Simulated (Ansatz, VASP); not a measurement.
# Two plane-wave programs on Ta2H

```
Ta H
1.0
     1.74870   -2.41035    0.00000
     1.74870    2.41035    0.00000
     0.00000    0.00000    4.83659
Ta H
2 1
Cartesian
  0.8744 1.2052 1.2796
  0.8744 -1.2052 3.5570
  0.0000 0.0000 0.0000
```

Alike in both runs: task single point; functional PBEsol; k mesh 10 × 10 × 6; no spin polarisation.

```csv
,VASP,Ansatz
version,VASP 6.6.1,Ansatz 0.2.0
potentials or method,"VASP PAW PBE potentials, release 64 (Ta_pv, H), cutoff 520 eV","plane waves, PAW"
occupations,"methfessel-paxton of order 1, width 0.15 eV","cold, width 0.15 eV"
valence electrons in the cell,23,27
```

Ansatz gave:

| Item | Value |
| --- | --- |
| pressure (GPa) | -13.1 |
| traceless stress, the component that is largest in VASP (GPa) | -0.19 |

Question: Estimate VASP's values.

Answer: Pressure (GPa): -13.0; traceless stress, the component that is largest in VASP (GPa): -0.22.

VASP's potentials were made for PBE, not for PBEsol. VASP's potentials hold 23 valence electrons a cell and Ansatz's 27, so a difference there can come from the potentials and not from the codes.

Spin-orbit coupling is off throughout.
